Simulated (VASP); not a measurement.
# BaTiO3 (Amm2) in VASP: notebook

BaTiO3 is run at these levels: r2SCAN+U; tasks: single point.

All numbers are computed with VASP 6.6.1; they aren't measurements. Logs are shortened: lines on timing, memory, paths and dates and some standing lists are left out, and cuts for length are marked.

### Step 1. The cell of the first run

Symmetry: Amm2, No. 38, orthorhombic system. The conventional cell has a = 4.235 Å, b = 5.590 Å, c = 5.593 Å, α = 90.00°, β = 90.00°, γ = 90.00°. Within 3.7 Å of Ba (site symmetry mm2) lie 12 O at 2.78 to 2.91 Å and 8 Ti at 3.49 to 3.53 Å. Within 2.6 Å of Ti (site symmetry mm2) lie 6 O at 1.93 to 2.12 Å. Within 2.6 Å of O (site symmetry m) lie 2 Ti at 1.93 to 2.03 Å. Within 3.0 Å of O (site symmetry mm2) lie 2 Ti at 2.12 Å and 4 Ba at 2.78 to 2.81 Å and 8 O at 2.88 to 2.91 Å.

### Step 2. Single point, r2SCAN+U (uniaxial strain along a: +6.0 %, then relaxed in part)

Contents of POSCAR:

```
BaTiO3
1.0
    4.2349120613      0.0000000000      0.0000000000
    0.0000000000      5.5899477630      0.0000000000
    0.0000000000      0.0000000000      5.5925866012
Ba Ti O
2 2 6
Direct
    0.0000000000      0.5000000000      0.4985320857
    0.0000000000      0.0000000000     -0.0014679143
    0.5000000000      0.5000000000      0.0031103962
    0.5000000000      0.0000000000      0.5031103962
    0.5000000000      0.7491672221      0.2414009546
    0.5000000000      0.2508327779      0.2414009546
    0.0000000000      0.5000000000      0.9954556090
    0.5000000000      0.2491672221      0.7414009546
    0.5000000000      0.7508327779      0.7414009546
    0.0000000000      0.0000000000      0.4954556090
```

Contents of INCAR.step1:

```
SYSTEM = BaTiO3
PREC     = Accurate       ! precision mode
ENCUT    = 520            ! plane-wave cutoff, eV
ISMEAR   = 0              ! smearing method
SIGMA    = 0.02           ! smearing width, eV
LREAL    = .False.        ! projectors in reciprocal space
LASPH    = .True.         ! aspherical terms in the spheres
NELM     = 150            ! most SCF steps
LMAXMIX  = 4              ! l up to which the mixer works
LDAU     = .True.         ! DFT+U
LDAUTYPE = 2            
LDAUL    = -1 2 -1        ! shell
LDAUU    = 0 4 0          ! U, eV
LDAUJ    = 0 0 0        
NBANDS   = 51             ! bands
GGA      = PE             ! functional
ALGO     = Normal         ! electronic algorithm
EDIFF    = 1E-4           ! SCF threshold, eV
LWAVE    = .True.         ! write WAVECAR
LCHARG   = .False.        ! write CHGCAR
```

Contents of INCAR.step2:

```
SYSTEM = BaTiO3
PREC     = Accurate       ! precision mode
ENCUT    = 520            ! plane-wave cutoff, eV
EDIFF    = 1E-6           ! SCF threshold, eV
ISMEAR   = 0              ! smearing method
SIGMA    = 0.02           ! smearing width, eV
LREAL    = .False.        ! projectors in reciprocal space
LASPH    = .True.         ! aspherical terms in the spheres
NELM     = 150            ! most SCF steps
ALGO     = Normal         ! electronic algorithm
ISIF     = 2              ! what is computed and relaxed
LWAVE    = .False.        ! write WAVECAR
LCHARG   = .True.         ! write CHGCAR
LMAXMIX  = 4              ! l up to which the mixer works
LDAU     = .True.         ! DFT+U
LDAUTYPE = 2            
LDAUL    = -1 2 -1        ! shell
LDAUU    = 0 4 0          ! U, eV
LDAUJ    = 0 0 0        
LDAUPRINT= 1            
METAGGA  = R2SCAN         ! meta-GGA
LMIXTAU  = .True.       
LELF     = .True.         ! ELF
LVHAR    = .True.       
NBANDS   = 51             ! bands
ISTART   = 1
```

Contents of KPOINTS:

```
regular mesh
0
Gamma
  6 4 4
  0 0 0
```

Potentials or basis: VASP PAW PBE potentials, release 64 (Ba_sv, Ti_sv, O).

The run is started by

```sh
$ cat potpaw_PBE.64/Ba_sv/POTCAR potpaw_PBE.64/Ti_sv/POTCAR potpaw_PBE.64/O/POTCAR > POTCAR
$ cp INCAR.step1 INCAR
$ mpirun -np 1 vasp_std > vasp.out
$ cp INCAR.step2 INCAR
$ mpirun -np 1 vasp_std > vasp.out
```

OUTCAR:

```text
SYSTEM = BaTiO3
   PREC = Accurate
   ENCUT = 520
   EDIFF = 1E-6
   ISMEAR = 0
   LREAL = .False.
   LASPH = .True.
   NELM = 150
   ISIF = 2
   METAGGA = R2SCAN
   ISTART = 1

 ion  position               nearest neighbor table
   1  0.000  0.500  0.499-   7 2.78  10 2.80  10 2.80   7 2.81   9 2.88   8 2.88   8 2.88   9 2.88
                             5 2.91   6 2.91   5 2.91   6 2.91   3 3.49   3 3.49   4 3.51   4 3.51
   2  0.000  0.000  0.999-  10 2.78   7 2.80   7 2.80  10 2.81   5 2.88   6 2.88   5 2.88   6 2.88
                             9 2.91   8 2.91   8 2.91   9 2.91   4 3.49   4 3.49   3 3.51   3 3.51
   3  0.500  0.500  0.003-   5 1.93   6 1.93   8 2.03   9 2.03   7 2.12   7 2.12   1 3.49   1 3.49
                             2 3.51   2 3.51   2 3.51   2 3.51   1 3.53   1 3.53
   4  0.500  0.000  0.503-   8 1.93   9 1.93   5 2.03   6 2.03  10 2.12  10 2.12   2 3.49   2 3.49
                             1 3.51   1 3.51   1 3.51   1 3.51   2 3.53   2 3.53
   5  0.500  0.749  0.241-   3 1.93   4 2.03   2 2.88   2 2.88   1 2.91   1 2.91
   6  0.500  0.251  0.241-   3 1.93   4 2.03   2 2.88   2 2.88   1 2.91   1 2.91
   7  0.000  0.500  0.995-   3 2.12   3 2.12   1 2.78   2 2.80   2 2.80   1 2.81
   8  0.500  0.249  0.741-   4 1.93   3 2.03   1 2.88   1 2.88   2 2.91   2 2.91
   9  0.500  0.751  0.741-   4 1.93   3 2.03   1 2.88   1 2.88   2 2.91   2 2.91
  10  0.000  0.000  0.495-   4 2.12   4 2.12   2 2.78   1 2.80   1 2.80   2 2.81

  LATTYP: Found a simple orthorhombic cell.
 ALAT       =     4.2349120613
 B/A-ratio  =     1.3199678487
 C/A-ratio  =     1.3205909639

  Lattice vectors:

 A1 = (   4.2349120613,   0.0000000000,   0.0000000000)
 A2 = (   0.0000000000,   5.5899477630,   0.0000000000)
 A3 = (   0.0000000000,   0.0000000000,   5.5925866012)

Analysis of symmetry for initial positions (statically):
=====================================================================
 Subroutine PRICEL returns following result:

  LATTYP: Found a base centered orthorhombic cell.
 ALAT       =     5.5899477630
 B/A-ratio  =     1.0004720685
 C/A-ratio  =     0.7575942103

  Lattice vectors:

 A1 = (   0.0000000000,   2.7949738815,  -2.7962933006)
 A2 = (   0.0000000000,   2.7949738815,   2.7962933006)
 A3 = (   4.2349120613,   0.0000000000,   0.0000000000)

   2 primitive cells build up your supercell.

 Routine SETGRP: Setting up the symmetry group for a
 simple orthorhombic supercell.

 Subroutine GETGRP returns: Found  4 space group operations
 (whereof  4 operations were pure point group operations)
 out of a pool of  8 trial point group operations.

The static configuration has the point symmetry C_2v.

Analysis of symmetry for dynamics (positions and initial velocities):
=====================================================================
 Subroutine PRICEL returns following result:

  LATTYP: Found a base centered orthorhombic cell.
 ALAT       =     5.5899477630
 B/A-ratio  =     1.0004720685
 C/A-ratio  =     0.7575942103

  Lattice vectors:

 A1 = (   0.0000000000,   2.7949738815,  -2.7962933006)
 A2 = (   0.0000000000,   2.7949738815,   2.7962933006)
 A3 = (   4.2349120613,   0.0000000000,   0.0000000000)

   2 primitive cells build up your supercell.

 Routine SETGRP: Setting up the symmetry group for a
 simple orthorhombic supercell.

 Subroutine GETGRP returns: Found  4 space group operations
 (whereof  4 operations were pure point group operations)
[... 152 lines left out ...]

 onsite density matrix

spin component  1

  0.0918  0.0000 -0.0000 -0.0000 -0.0000
  0.0000  0.2503  0.0000  0.0000  0.0000
 -0.0000  0.0000  0.1298  0.0000 -0.0456
 -0.0000  0.0000  0.0000  0.0911 -0.0000
 -0.0000  0.0000 -0.0456 -0.0000  0.1852

spin component  2

  0.0918  0.0000 -0.0000 -0.0000 -0.0000
  0.0000  0.2503  0.0000  0.0000  0.0000
 -0.0000  0.0000  0.1298  0.0000 -0.0456
 -0.0000  0.0000  0.0000  0.0911 -0.0000
 -0.0000  0.0000 -0.0456 -0.0000  0.1852

 occupancies and eigenvectors

  o =  0.0911  v =  0.0000  0.0000 -0.0000  1.0000 -0.0000  0.0000  0.0000  0.0000  0.0000  0.0000      0.0000  0.0000  0.0000  0.0000  0.0000  0.0000  0.0000  0.0000  0.0000  0.0000
  o =  0.0911  v =  0.0000  0.0000  0.0000  0.0000  0.0000  0.0000  0.0000 -0.0000  1.0000 -0.0000      0.0000  0.0000  0.0000  0.0000  0.0000  0.0000  0.0000  0.0000  0.0000  0.0000
  o =  0.0918  v =  1.0000  0.0000  0.0000  0.0000  0.0000  0.0000  0.0000  0.0000  0.0000  0.0000      0.0000  0.0000  0.0000  0.0000  0.0000  0.0000  0.0000  0.0000  0.0000  0.0000
  o =  0.0918  v =  0.0000  0.0000  0.0000  0.0000  0.0000  1.0000  0.0000  0.0000  0.0000  0.0000      0.0000  0.0000  0.0000  0.0000  0.0000  0.0000  0.0000  0.0000  0.0000  0.0000
  o =  0.1041  v =  0.0000  0.0000  0.0000  0.0000  0.0000  0.0000  0.0000  0.8717  0.0000  0.4900      0.0000  0.0000  0.0000  0.0000  0.0000  0.0000  0.0000  0.0000  0.0000  0.0000
  o =  0.1041  v =  0.0000  0.0000  0.8717  0.0000  0.4900  0.0000  0.0000  0.0000  0.0000  0.0000      0.0000  0.0000  0.0000  0.0000  0.0000  0.0000  0.0000  0.0000  0.0000  0.0000
  o =  0.2108  v =  0.0000  0.0000  0.4900  0.0000 -0.8717  0.0000  0.0000  0.0000  0.0000  0.0000      0.0000  0.0000  0.0000  0.0000  0.0000  0.0000  0.0000  0.0000  0.0000  0.0000
  o =  0.2108  v =  0.0000  0.0000  0.0000  0.0000  0.0000  0.0000  0.0000  0.4900  0.0000 -0.8717      0.0000  0.0000  0.0000  0.0000  0.0000  0.0000  0.0000  0.0000  0.0000  0.0000
  o =  0.2503  v =  0.0000  0.0000  0.0000  0.0000  0.0000  0.0000  1.0000 -0.0000 -0.0000 -0.0000      0.0000  0.0000  0.0000  0.0000  0.0000  0.0000  0.0000  0.0000  0.0000  0.0000
  o =  0.2503  v =  0.0000  1.0000 -0.0000 -0.0000 -0.0000  0.0000  0.0000  0.0000  0.0000  0.0000      0.0000  0.0000  0.0000  0.0000  0.0000  0.0000  0.0000  0.0000  0.0000  0.0000

atom =   4  type =  2  l = 2

 onsite density matrix

spin component  1

  0.0918  0.0000  0.0000 -0.0000 -0.0000
  0.0000  0.2503  0.0000 -0.0000  0.0000
  0.0000  0.0000  0.1298  0.0000 -0.0456
 -0.0000 -0.0000  0.0000  0.0911 -0.0000
 -0.0000  0.0000 -0.0456 -0.0000  0.1852

spin component  2

  0.0918  0.0000  0.0000 -0.0000 -0.0000
  0.0000  0.2503  0.0000 -0.0000  0.0000
  0.0000  0.0000  0.1298  0.0000 -0.0456
 -0.0000 -0.0000  0.0000  0.0911 -0.0000
 -0.0000  0.0000 -0.0456 -0.0000  0.1852

 occupancies and eigenvectors

  o =  0.0911  v =  0.0000 -0.0000  0.0000  1.0000  0.0000  0.0000  0.0000  0.0000  0.0000  0.0000      0.0000  0.0000  0.0000  0.0000  0.0000  0.0000  0.0000  0.0000  0.0000  0.0000
  o =  0.0911  v =  0.0000  0.0000  0.0000  0.0000  0.0000  0.0000 -0.0000  0.0000  1.0000  0.0000      0.0000  0.0000  0.0000  0.0000  0.0000  0.0000  0.0000  0.0000  0.0000  0.0000
  o =  0.0918  v =  1.0000  0.0000  0.0000  0.0000  0.0000  0.0000  0.0000  0.0000  0.0000  0.0000      0.0000  0.0000  0.0000  0.0000  0.0000  0.0000  0.0000  0.0000  0.0000  0.0000
  o =  0.0918  v =  0.0000  0.0000  0.0000  0.0000  0.0000  1.0000  0.0000  0.0000  0.0000  0.0000      0.0000  0.0000  0.0000  0.0000  0.0000  0.0000  0.0000  0.0000  0.0000  0.0000
  o =  0.1041  v =  0.0000  0.0000  0.0000  0.0000  0.0000  0.0000 -0.0000 -0.8717  0.0000 -0.4900      0.0000  0.0000  0.0000  0.0000  0.0000  0.0000  0.0000  0.0000  0.0000  0.0000
  o =  0.1041  v =  0.0000 -0.0000 -0.8717  0.0000 -0.4900  0.0000  0.0000  0.0000  0.0000  0.0000      0.0000  0.0000  0.0000  0.0000  0.0000  0.0000  0.0000  0.0000  0.0000  0.0000
  o =  0.2108  v =  0.0000 -0.0000 -0.4900  0.0000  0.8717  0.0000  0.0000  0.0000  0.0000  0.0000      0.0000  0.0000  0.0000  0.0000  0.0000  0.0000  0.0000  0.0000  0.0000  0.0000
  o =  0.2108  v =  0.0000  0.0000  0.0000  0.0000  0.0000  0.0000 -0.0000 -0.4900  0.0000  0.8717      0.0000  0.0000  0.0000  0.0000  0.0000  0.0000  0.0000  0.0000  0.0000  0.0000
  o =  0.2503  v =  0.0000  0.0000  0.0000  0.0000  0.0000  0.0000  1.0000 -0.0000  0.0000  0.0000      0.0000  0.0000  0.0000  0.0000  0.0000  0.0000  0.0000  0.0000  0.0000  0.0000
  o =  0.2503  v =  0.0000  1.0000 -0.0000  0.0000  0.0000  0.0000  0.0000  0.0000  0.0000  0.0000      0.0000  0.0000  0.0000  0.0000  0.0000  0.0000  0.0000  0.0000  0.0000  0.0000

 number of electron      79.9999971 magnetization

 Free energy of the ion-electron system (eV)
  ---------------------------------------------------
  ext. energy  EPLUGINS =         0.00000000
  ---------------------------------------------------
  free energy    TOTEN  =      -143.08970506 eV

  energy without entropy =     -143.08970506  energy(sigma->0) =     -143.08970506

 E-fermi :   3.5906     XC(G=0): -11.7407

 val. band max:        3.4974301277   @ k =   0.5000   0.0000   0.0000
 cond. band min:       6.0217290138   @ k =   0.0000   0.0000   0.0000
 fundamental gap:      2.5242988861
 Fermi energy:         3.5905549840

 k-point     1 :       0.0000    0.0000    0.0000
  band No.  band energies     occupation
      1     -56.6389      2.00000
      2     -56.6364      2.00000
      3     -31.7915      2.00000
      4     -31.7908      2.00000
      5     -31.7375      2.00000
      6     -31.7367      2.00000
[... 1285 lines left out ...]
     50      10.6957      0.00000
     51      11.6332      0.00000

 [... further k-points ...]

------------------------ aborting loop because EDIFF is reached ----------------------------------------

  FORCE on cell =-STRESS in cart. coord.  units (eV):
  Direction    XX          YY          ZZ          XY          YZ          ZX
  --------------------------------------------------------------------------------------
  -------------------------------------------------------------------------------------
  Total       -7.3624554      3.3271514      3.2623205      0.0000000      0.0000000      0.0000000
  in kB      -89.0980901     40.2641265     39.4795641      0.0000000      0.0000000      0.0000000
  external PRESSURE =      -3.1181331 kB  Pullay stress =       0.0000000 kB

 VOLUME and BASIS-vectors are now :
 -----------------------------------------------------------------------------
  energy-cutoff  :      520.00
  volume of cell :      132.39
      direct lattice vectors                 reciprocal lattice vectors
     4.234912061  0.000000000  0.000000000     0.236132412  0.000000000  0.000000000
     0.000000000  5.589947763  0.000000000     0.000000000  0.178892548  0.000000000
     0.000000000  0.000000000  5.592586601     0.000000000  0.000000000  0.178808139

 POSITION                                       TOTAL-FORCE (eV/Angst)
 -----------------------------------------------------------------------------------
      0.00000      2.79497      2.78808        -0.000000      0.000000     -0.007451
      0.00000      0.00000      5.58438        -0.000000      0.000000     -0.007451
      2.11746      2.79497      0.01740        -0.000000      0.000000     -0.317734
      2.11746      0.00000      2.81369        -0.000000      0.000000     -0.317734
      2.11746      4.18781      1.35006         0.000000      0.153584      0.160911
      2.11746      1.40214      1.35006         0.000000     -0.153584      0.160911
      0.00000      2.79497      5.56717         0.000000      0.000000      0.003363
      2.11746      1.39283      4.14635         0.000000      0.153584      0.160911
      2.11746      4.19712      4.14635         0.000000     -0.153584      0.160911
      0.00000      0.00000      2.77088         0.000000      0.000000      0.003363
 -----------------------------------------------------------------------------------
    total drift:                                0.000000     -0.000000     -0.029412

  FREE ENERGIE OF THE ION-ELECTRON SYSTEM (eV)
  ---------------------------------------------------
  free  energy   TOTEN  =      -143.0897050618 eV

  energy  without entropy=     -143.0897050618  energy(sigma->0) =     -143.08970506
```

Wall time 14 min (1 thread of Oxide Virtual Turin-like, shared host); peak memory 0.34 GiB.

Results:

- Free energy: -143.0897 eV
- Pressure: -0.3 GPa
- Largest force: 0.318 eV/Å
- Band gap on the k mesh: 2.52 eV

Forces in eV/Å, atoms in the order of the input:
```
Ba   0.000  0.000 -0.007
Ba   0.000  0.000 -0.007
Ti   0.000  0.000 -0.318
Ti   0.000  0.000 -0.318
O    0.000  0.154  0.161
O    0.000 -0.154  0.161
O    0.000  0.000  0.003
O    0.000  0.154  0.161
O    0.000 -0.154  0.161
O    0.000  0.000  0.003
```

Eigenvalues of the final occupation matrices:
```
    site  spin  trace               eigenvalues
site 3 d     1   0.75  0.09 0.09 0.10 0.21 0.25
site 3 d     2   0.75  0.09 0.09 0.10 0.21 0.25
site 4 d     1   0.75  0.09 0.09 0.10 0.21 0.25
site 4 d     2   0.75  0.09 0.09 0.10 0.21 0.25
```

Caveat: the cell differs from its parent crystal (uniaxial strain along a: +6.0 %, then relaxed in part); the PAW data sets were made with another functional, which shifts forces and pressure a little; spin-orbit coupling is left out, which moves the levels of the heavy elements. A k mesh can miss the band edges.

### Step 3. Single point, r2SCAN+U (uniaxial strain along a: +6.0 %)

Contents of POSCAR:

```
BaTiO3
1.0
    4.2349120613      0.0000000000      0.0000000000
    0.0000000000      5.5994543580      0.0000000000
    0.0000000000      0.0000000000      5.6105105256
Ba Ti O
2 2 6
Direct
    0.0000000000      0.5000000000      0.4989084490
    0.0000000000      0.0000000000     -0.0010915510
    0.5000000000      0.5000000000      0.0047107936
    0.5000000000      0.0000000000      0.5047107936
    0.5000000000      0.7486653955      0.2407762255
    0.5000000000      0.2513346045      0.2407762255
    0.0000000000      0.5000000000      0.9947283064
    0.5000000000      0.2486653955      0.7407762255
    0.5000000000      0.7513346045      0.7407762255
    0.0000000000      0.0000000000      0.4947283064
```

Contents of INCAR.step1:

```
  PREC = Accurate
  ENCUT = 520
  ISMEAR = 0
  SIGMA = 0.02
  LREAL = False
  LASPH = True
  NELM = 150
  LMAXMIX = 4
  LDAU = True
  LDAUTYPE = 2
  LDAUL = -1 2 -1
  LDAUU = 0 4 0
  LDAUJ = 0 0 0
  NBANDS = 51
  GGA = PE
  ALGO = Normal
  EDIFF = 1E-4
  LWAVE = True
  LCHARG = False
```

Contents of INCAR.step2:

```
  PREC = Accurate
  ENCUT = 520
  EDIFF = 1E-7
  ISMEAR = 0
  SIGMA = 0.02
  LREAL = False
  LASPH = True
  NELM = 150
  ALGO = Normal
  ISIF = 2
  LWAVE = False
  LCHARG = False
  LMAXMIX = 4
  LDAU = True
  LDAUTYPE = 2
  LDAUL = -1 2 -1
  LDAUU = 0 4 0
  LDAUJ = 0 0 0
  LDAUPRINT = 1
  METAGGA = R2SCAN
  LMIXTAU = True
  NBANDS = 51
  ISTART = 1
```

Contents of KPOINTS:

```
regular mesh
0
Gamma
  6 4 4
```

Potentials or basis: VASP PAW PBE potentials, release 64 (Ba_sv, Ti_sv, O).

The run is started by

```sh
$ cat potpaw_PBE.64/Ba_sv/POTCAR potpaw_PBE.64/Ti_sv/POTCAR potpaw_PBE.64/O/POTCAR > POTCAR
$ cp INCAR.step1 INCAR
$ mpirun -np 1 vasp_std > vasp.out
$ cp INCAR.step2 INCAR
$ mpirun -np 1 vasp_std > vasp.out
```

Wall time 29 min (1 thread of Oxide Virtual Turin-like, shared host); peak memory 0.34 GiB.

Results (log left out):

```yaml
Free_energy: -143.0944 eV
Pressure: -1.0 GPa
Largest_force: 0.374 eV/Å
Band_gap_on_the_k_mesh: 2.55 eV
```

Forces on the atoms (eV/Å):
```
Ba   0.000  0.000 -0.004
Ba   0.000  0.000 -0.004
Ti   0.000  0.000 -0.374
Ti   0.000  0.000 -0.374
O    0.000  0.185  0.178
O    0.000 -0.185  0.178
O    0.000  0.000  0.021
O    0.000  0.185  0.178
O    0.000 -0.185  0.178
O    0.000  0.000  0.021
```

Stress tensor (GPa, compression positive):
```
-9.21  0.00  0.00
 0.00  3.39  0.00
 0.00  0.00  2.95
```

Levels at points of the mesh, in eV from the valence-band top:
```tsv
k point	band 38	band 39	band 40	band 41	band 42	band 43
(0.00, 0.00, 0.00)	-0.31	-0.28	-0.05	2.55	2.55	2.71
(0.50, 0.00, 0.00)	-0.06	-0.06	0.00	2.82	3.80	3.82
(0.00, 0.50, 0.00)	-0.87	-0.52	-0.52	3.45	3.45	3.60
(0.50, 0.50, 0.00)	-0.81	-0.39	-0.39	4.04	4.04	4.14
(0.00, 0.00, 0.50)	-0.85	-0.52	-0.52	3.47	3.47	3.59
(0.50, 0.00, 0.50)	-0.81	-0.39	-0.39	4.07	4.07	4.15
(0.00, 0.50, 0.50)	-0.94	-0.84	-0.84	2.74	2.74	3.89
(0.50, 0.50, 0.50)	-1.18	-0.26	-0.26	3.83	3.83	4.34
```

Eigenvalues of the final occupation matrices:
| site | spin | trace | eigenvalues |
| --- | --- | --- | --- |
| site 3 d | 1 | 0.75 | 0.09 0.09 0.10 0.21 0.25 |
| site 3 d | 2 | 0.75 | 0.09 0.09 0.10 0.21 0.25 |
| site 4 d | 1 | 0.75 | 0.09 0.09 0.10 0.21 0.25 |
| site 4 d | 2 | 0.75 | 0.09 0.09 0.10 0.21 0.25 |

Caveat: the cell differs from its parent crystal (uniaxial strain along a: +6.0 %); the PAW data sets were made with another functional, which shifts forces and pressure a little; spin-orbit coupling is left out, which moves the levels of the heavy elements. A k mesh can miss the band edges.
